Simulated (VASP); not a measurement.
# BN (C2) in VASP: a series of runs

BN is run at these levels: PBE; tasks: single point.

All numbers are computed with VASP 6.6.1; they aren't measurements. Logs are shortened: lines on timing, memory, paths and dates and some standing lists are left out, and cuts for length are marked.

### Step 1. The cell of the first run

The structure is monoclinic, space group C2 (No. 5). The conventional cell has a = 3.374 Å, b = 3.625 Å, c = 2.379 Å, α = 90.00°, β = 130.53°, γ = 90.00°. B (site symmetry 2) has 4 N at 1.50 to 1.57 Å within 2.0 Å. N (site symmetry 2) has 4 B at 1.50 to 1.57 Å within 2.0 Å.

### Step 2. Single point, PBE (engineering shear strain xz -0.0750, normal strain along z -0.0700)

Contents of INCAR:

```
PREC = Accurate
ENCUT = 520
EDIFF = 1E-6
ISMEAR = 0
SIGMA = 0.05
LREAL = False
LASPH = True
NELM = 100
ALGO = Normal
ISIF = 2
LWAVE = False
LCHARG = False
GGA = PE
NBANDS = 11
```

Contents of KPOINTS:

```
Automatic mesh
0
Gamma
  12 12 12
```

Contents of POSCAR:

```
BN
1.0
   -0.0679647668      1.6855262161      1.8123937807
    1.8123937807     -0.0679647668      1.8123937807
    1.7444290139      1.6175614493      0.0000000000
B N
1 1
Direct
    0.0000000000      0.0000000000      0.0000000000
    0.7500000000      0.7500000000      0.7500000000
```

Potentials or basis: VASP PAW PBE potentials, release 64 (B, N).

Run with:

```sh
> cat potpaw_PBE.64/B/POTCAR potpaw_PBE.64/N/POTCAR > POTCAR
> mpirun -np 1 vasp_std > vasp.out
```

OUTCAR:

```text
PREC = Accurate
   ENCUT = 520
   EDIFF = 1E-6
   ISMEAR = 0
   LREAL = False
   LASPH = True
   NELM = 100
   ISIF = 2
   GGA = PE

 ion  position               nearest neighbor table
   1  0.000  0.000  0.000-   2 1.50   2 1.50   2 1.57   2 1.57
   2  0.750  0.750  0.750-   1 1.50   1 1.50   1 1.57   1 1.57

  LATTYP: Found a base centered monoclinic cell.
 ALAT       =     3.3737918339
 B/A-ratio  =     1.0743957363
 C/A-ratio  =     0.7051348722
 COS(beta)  =    -0.6498442195

  Lattice vectors:

 A1 = (   0.0679647668,  -1.6855262161,   1.8123937807)
 A2 = (   0.0679647668,  -1.6855262161,  -1.8123937807)
 A3 = (   1.7444290139,   1.6175614493,   0.0000000000)

Analysis of symmetry for initial positions (statically):
=====================================================================
 Subroutine PRICEL returns:
 Original cell was already a primitive cell.

 Routine SETGRP: Setting up the symmetry group for a
 base centered monoclinic supercell.

 Subroutine GETGRP returns: Found  2 space group operations
 (whereof  2 operations were pure point group operations)
 out of a pool of  4 trial point group operations.

The static configuration has the point symmetry C_2 .

Analysis of symmetry for dynamics (positions and initial velocities):
=====================================================================
 Subroutine PRICEL returns:
 Original cell was already a primitive cell.

 Routine SETGRP: Setting up the symmetry group for a
 base centered monoclinic supercell.

 Subroutine GETGRP returns: Found  2 space group operations
 (whereof  2 operations were pure point group operations)
 out of a pool of  4 trial point group operations.

The dynamic configuration has the point symmetry C_2 .

 Subroutine INISYM returns: Found  2 space group operations
 (whereof  2 operations are pure point group operations),
 and found     1 'primitive' translations

----------------------------------------------------------------------------------------

                                     Primitive cell

  volume of cell :      11.0564

  direct lattice vectors                    reciprocal lattice vectors
    -0.067964767  1.685526216  1.812393781    -0.265155054  0.285951529  0.275878236
     1.812393781 -0.067964767  1.812393781     0.265155054 -0.285951529  0.275878236
     1.744429014  1.617561449  0.000000000     0.287436991  0.308233466 -0.275878236

  length of vectors
     2.475962247  2.564012801  2.378978274     0.477686384  0.477686384  0.503722836

  position of ions in fractional coordinates (direct lattice)
     0.000000000  0.000000000  0.000000000
     0.750000000  0.750000000  0.750000000

  ion indices of the primitive-cell ions
   primitive index   ion index
                 1           1
                 2           2

----------------------------------------------------------------------------------------

 KPOINTS: Automatic mesh

Automatic generation of k-mesh.
 Grid dimensions read from file:
 generate k-points for:   12   12   12

 Generating k-lattice:

  Cartesian coordinates                     Fractional coordinates (reciprocal lattice)
    -0.022096255  0.023829294  0.022989853     0.083333333  0.000000000  0.000000000
     0.022096255 -0.023829294  0.022989853     0.000000000  0.083333333  0.000000000
     0.023953083  0.025686122 -0.022989853     0.000000000  0.000000000  0.083333333

  Length of vectors
     0.039807199  0.039807199  0.041976903

  Shift w.r.t. Gamma in fractional coordinates (k-lattice)
     0.000000000  0.000000000  0.000000000

 Subroutine IBZKPT returns following result:
 ===========================================

 Found    476 irreducible k-points:

 Following reciprocal coordinates:
            Coordinates               Weight
  0.000000  0.000000  0.000000      1.000000
  0.083333  0.000000  0.000000      4.000000
  0.166667  0.000000 -0.000000      4.000000
  0.250000  0.000000 -0.000000      4.000000
  0.333333  0.000000  0.000000      4.000000
  0.416667  0.000000  0.000000      4.000000
[... 16 lines left out ...]
  0.500000  0.166667  0.000000      4.000000
 -0.416667  0.166667 -0.000000      4.000000
 [... further k-points ...]
   k-points           NKPTS =    476   k-points in BZ     NKDIM =    476   number of bands    NBANDS=     11
   number of dos      NEDOS =    301   number of ions     NIONS =      2
   total plane-waves  NPLWV =   6480
   dimension x,y,z NGX =    18 NGY =   20 NGZ =   18
   dimension x,y,z NGXF=    36 NGYF=   40 NGZF=   36
   ions per type =               1   1
   NGX,Y,Z   is equivalent  to a cutoff of  12.09, 12.97, 12.58 a.u.
   NGXF,Y,Z  is equivalent  to a cutoff of  24.17, 25.94, 25.16 a.u.
 SYSTEM =  unknown system
   PREC   = accura    normal or accurate (medium, high low for compatibility)
   ISTART =      0    job   : 0-new  1-cont  2-samecut
   ICHARG =      2    charge: 1-file 2-atom 10-const
   ISPIN  =      1    spin polarized calculation?
   LNONCOLLINEAR =      F non collinear calculations
   LSORBIT =      F    spin-orbit coupling
   LASPH  =      T    aspherical Exc in radial PAW
   ENCUT  =  520.0 eV  38.22 Ry    6.18 a.u.   4.60  4.77  4.42*2*pi/ulx,y,z
   NELM   =    100;   NELMIN=  2; NELMDL= -5     # of ELM steps
   EDIFF  = 0.1E-05   stopping-criterion for ELM
   LREAL  =      F    real-space projection
   EDIFFG = 0.1E-04   stopping-criterion for IOM
   NSW    =      0    number of steps for IOM
   IBRION =     -1    ionic relax: 0-MD 1-quasi-New 2-CG
   NFREE  =      0    steps in history (QN), initial steepest desc. (CG)
   ISIF   =      2    stress and relaxation
   ISYM   =      2    0-nonsym 1-usesym 2-fastsym
   POTIM  = 0.5000    time-step for ionic-motion
   TEBEG  =    0.0;   TEEND  =   0.0 temperature during run
   PSTRESS=    0.0 pullay stress
   NELECT =       8.0000    total number of electrons
   NUPDOWN=      -1.0000    fix difference up-down
   EMIN   =  10.00;   EMAX   =-10.00  energy-range for DOS
   EFERMI =   0.00;   METHOD = LEGACY
   ISMEAR =     0;   SIGMA  =   0.05  broadening in eV -4-tet -1-fermi 0-gaus
   EFERMI_NEDOS =   21; number of points for ismear=-14 and -15
   IALGO  =     38    algorithm
   IMIX   =      4    mixing-type and parameters
     AMIX     =   0.40;   BMIX     =  1.00
     AMIX_MAG =   1.60;   BMIX_MAG =  1.00
  volume/ion in A,a.u.               =       5.53        37.31
  Fermi-wavevector in a.u.,A,eV,Ry     =   1.469717  2.777362 29.389505  2.160068
  Thomas-Fermi vector in A             =   2.585061
   LORBIT       =      0    0 simple, 1 ext, 2 COOP (PROOUT), +10 PAW based schemes
   GGA     = PE    functional components
   LHFCALC =     F    Hartree Fock is set to
   AEXX    =    0.0000 exact exchange contribution
   IVDW    =     0    specifies the selected vdW correction
   LEPSILON=     F    determine dielectric tensor
   LRPA    =     F    only Hartree local field effects (RPA)
 non-spin polarized calculation
 Gauss-broadening in eV      SIGMA  =   0.05
  energy-cutoff  :      520.00
  volume of cell :       11.06
 maximum number of plane-waves:       309
   NGX =  9   NGY =  9   NGZ =  9

 number of electron       8.0000000 magnetization

 Free energy of the ion-electron system (eV)
  ---------------------------------------------------
  ext. energy  EPLUGINS =         0.00000000
  ---------------------------------------------------
  free energy    TOTEN  =       -17.17859006 eV

  energy without entropy =      -17.17859006  energy(sigma->0) =      -17.17859006

 E-fermi :   9.1589     XC(G=0): -13.1554

 val. band max:        8.7776998454   @ k =   0.0000   0.0000   0.0000
 cond. band min:      11.9437971252   @ k =   0.5000   0.0000   0.5000
 fundamental gap:      3.1660972799
 Fermi energy:         9.1588550149

 k-point     1 :       0.0000    0.0000    0.0000
  band No.  band energies     occupation
      1     -12.7685      2.00000
      2       7.9501      2.00000
      3       7.9788      2.00000
      4       8.7777      2.00000
      5      16.2299      0.00000
      6      16.6967      0.00000
      7      18.5569      0.00000
      8      20.6555      0.00000
      9      34.1226      0.00000
     10      34.9680      0.00000
     11      36.2354      0.00000

 k-point     2 :       0.0833    0.0000    0.0000
  band No.  band energies     occupation
      1     -12.6003      2.00000
      2       6.9687      2.00000
      3       7.7977      2.00000
      4       8.5683      2.00000
      5      16.5619      0.00000
      6      17.3160      0.00000
      7      18.8395      0.00000
      8      20.8873      0.00000
      9      32.9989      0.00000
     10      34.0474      0.00000
     11      35.5019      0.00000

 k-point     3 :       0.1667    0.0000   -0.0000
  band No.  band energies     occupation
      1     -12.1018      2.00000
      2       4.7148      2.00000
      3       7.3525      2.00000
      4       8.1752      2.00000
      5      17.0919      0.00000
      6      18.4824      0.00000
      7      19.6073      0.00000
      8      21.5888      0.00000
      9      31.7430      0.00000
     10      33.1521      0.00000
     11      34.8057      0.00000

 k-point     4 :       0.2500    0.0000   -0.0000
  band No.  band energies     occupation
      1     -11.2964      2.00000
      2       2.1396      2.00000
      3       6.8310      2.00000
      4       7.7378      2.00000
      5      17.5404      0.00000
      6      19.2336      0.00000
      7      20.5360      0.00000
      8      22.5893      0.00000
      9      31.5110      0.00000
     10      32.8151      0.00000
     11      34.5109      0.00000

 k-point     5 :       0.3333    0.0000    0.0000
  band No.  band energies     occupation
      1     -10.2470      2.00000
      2      -0.3113      2.00000
      3       6.3794      2.00000
      4       7.3643      2.00000
      5      17.7624      0.00000
      6      19.5496      0.00000
      7      21.2912      0.00000
      8      23.4737      0.00000
      9      32.1639      0.00000
     10      33.0863      0.00000
     11      35.0733      0.00000
[... 211 lines left out ...]
 k-point    21 :       0.3333    0.1667    0.0000
  band No.  band energies     occupation
      1     -10.4053      2.00000
      2       1.4827      2.00000
      3       5.4064      2.00000
      4       6.2451      2.00000
      5      16.9533      0.00000
      6      20.3812      0.00000
      7      21.6849      0.00000
      8      22.8000      0.00000
      9      27.8598      0.00000
     10      35.6602      0.00000
     11      37.7928      0.00000

 k-point    22 :       0.4167    0.1667    0.0000
  band No.  band energies     occupation
      1      -9.3404      2.00000
      2      -0.6575      2.00000
      3       4.7394      2.00000
      4       6.0394      2.00000
      5      17.7205      0.00000
      6      20.6547      0.00000
      7      22.1627      0.00000
      8      23.1355      0.00000
      9      28.9525      0.00000
     10      35.3926      0.00000
     11      38.3492      0.00000

 k-point    23 :       0.5000    0.1667    0.0000
  band No.  band energies     occupation
      1      -8.3781      2.00000
      2      -2.2185      2.00000
      3       4.1091      2.00000
      4       6.0630      2.00000
      5      18.2707      0.00000
      6      20.7504      0.00000
      7      22.8092      0.00000
      8      23.5993      0.00000
      9      29.4859      0.00000
     10      35.4708      0.00000
     11      37.9925      0.00000

 k-point    24 :      -0.4167    0.1667   -0.0000
  band No.  band energies     occupation
      1      -8.2038      2.00000
      2      -2.4572      2.00000
      3       3.6560      2.00000
      4       6.3107      2.00000
      5      18.7558      0.00000
      6      20.6476      0.00000
      7      22.7389      0.00000
      8      24.2959      0.00000
      9      29.8743      0.00000
     10      35.6245      0.00000
     11      35.9318      0.00000

 [... further k-points ...]

------------------------ aborting loop because EDIFF is reached ----------------------------------------

  FORCE on cell =-STRESS in cart. coord.  units (eV):
  Direction    XX          YY          ZZ          XY          YZ          ZX
  --------------------------------------------------------------------------------------
  -------------------------------------------------------------------------------------
  Total        1.4879824      4.3568706      1.2521629      2.9846561      0.0000000     -0.0000000
  in kB      215.6229213    631.3523536    181.4504127    432.5053065      0.0000000     -0.0000000
  external PRESSURE =     342.8085625 kB  Pullay stress =       0.0000000 kB

 VOLUME and BASIS-vectors are now :
 -----------------------------------------------------------------------------
  energy-cutoff  :      520.00
  volume of cell :       11.06
      direct lattice vectors                 reciprocal lattice vectors
    -0.067964767  1.685526216  1.812393781    -0.265155054  0.285951529  0.275878236
     1.812393781 -0.067964767  1.812393781     0.265155054 -0.285951529  0.275878236
     1.744429014  1.617561449  0.000000000     0.287436991  0.308233466 -0.275878236

 POSITION                                       TOTAL-FORCE (eV/Angst)
 -----------------------------------------------------------------------------------
      0.00000      0.00000      0.00000        -0.000000      0.000000      0.378792
      2.61664      2.42634      2.71859         0.000000     -0.000000     -0.378792
 -----------------------------------------------------------------------------------
    total drift:                               -0.000001     -0.000003     -0.000088

  FREE ENERGIE OF THE ION-ELECTRON SYSTEM (eV)
  ---------------------------------------------------
  free  energy   TOTEN  =       -17.1785900629 eV

  energy  without entropy=      -17.1785900629  energy(sigma->0) =      -17.17859006
```

It took 25 s on 1 thread of Intel Xeon Platinum 8488C (Sapphire Rapids), shared host; peak memory 0.16 GiB.

What came out:

* Free energy: -17.1786 eV
* Pressure: 34.3 GPa
* Largest force: 0.379 eV/Å
* Band gap on the k mesh: 3.17 eV (least direct gap 7.45 eV)

Forces in eV/Å, atoms in the order of the input:
```
B    0.000  0.000  0.379
N    0.000  0.000 -0.379
```

Stress tensor (GPa, compression positive):
```
21.56 43.25  0.00
43.25 63.14  0.00
 0.00  0.00 18.15
```

Caveat: the cell differs from its parent crystal (engineering shear strain xz -0.0750, normal strain along z -0.0700); the cell stands under pressure.

### Step 3. Single point, PBE (engineering shear strain xz -0.0750, normal strain along z -0.0525)

Contents of INCAR:

```
SYSTEM = BN
PREC = Accurate ; ENCUT = 520
EDIFF = 1E-7 ; ISMEAR = 0
SIGMA = 0.05 ; LREAL = .FALSE.
LASPH = .TRUE. ; NELM = 100
ALGO = Normal ; ISIF = 2
LWAVE = .FALSE. ; LCHARG = .TRUE.
GGA = PE ; LELF = .TRUE.
LVHAR = .TRUE. ; NBANDS = 11
```

Contents of KPOINTS:

```
Automatic mesh
0
G
  12 12 12
  0 0 0
```

Contents of POSCAR:

```
BN
1.0
   -0.0679647668      1.7172431072      1.8123937807
    1.8123937807     -0.0679647668      1.8123937807
    1.7444290139      1.6492783404      0.0000000000
B N
1 1
Direct
    0.0000000000      0.0000000000      0.0000000000
    0.7500000000      0.7500000000      0.7500000000
```

Potentials or basis: VASP PAW PBE potentials, release 64 (B, N).

Run with:

```sh
> cat potpaw_PBE.64/B/POTCAR potpaw_PBE.64/N/POTCAR > POTCAR
> mpirun -np 1 vasp_std > vasp.out
```

It took 30 s on 1 thread of Intel Xeon Platinum 8488C (Sapphire Rapids), shared host; peak memory 0.16 GiB.

It converged, with:

```yaml
Free_energy: -17.2528 eV
Pressure: 25.5 GPa
Largest_force: 0.311 eV/Å
Band_gap_on_the_k_mesh: 3.47 eV (least direct gap 7.51 eV)
```

Forces in eV/Å, atoms in the order of the input:
```
B    0.000  0.000  0.311
N    0.000  0.000 -0.311
```

Stress tensor (GPa, compression positive):
```
16.07 40.68  0.00
40.68 47.43  0.00
 0.00  0.00 12.86
```

Levels at points of the mesh, in eV from the valence-band top:
```tsv
k point	band 1	band 2	band 3	band 4	band 5	band 6	band 7	band 8
(0.00, 0.00, 0.00)	-21.22	-0.67	-0.65	0.00	7.51	7.86	9.74	11.68
(0.50, 0.00, 0.00)	-17.12	-11.66	-2.53	-1.75	9.20	10.97	12.65	15.30
(0.50, 0.50, 0.00)	-15.60	-9.93	-6.04	-4.48	4.08	10.04	17.67	18.51
(0.00, 0.00, 0.50)	-16.41	-11.44	-3.22	-2.27	8.83	10.53	10.71	15.36
(0.50, 0.00, 0.50)	-14.88	-9.14	-6.04	-6.00	3.47	8.22	17.79	18.09
(0.00, 0.50, 0.50)	-15.53	-9.94	-5.26	-5.26	4.44	9.54	17.48	17.80
```

Caveat: the cell differs from its parent crystal (engineering shear strain xz -0.0750, normal strain along z -0.0525); the cell stands under pressure. A k mesh can miss the band edges.
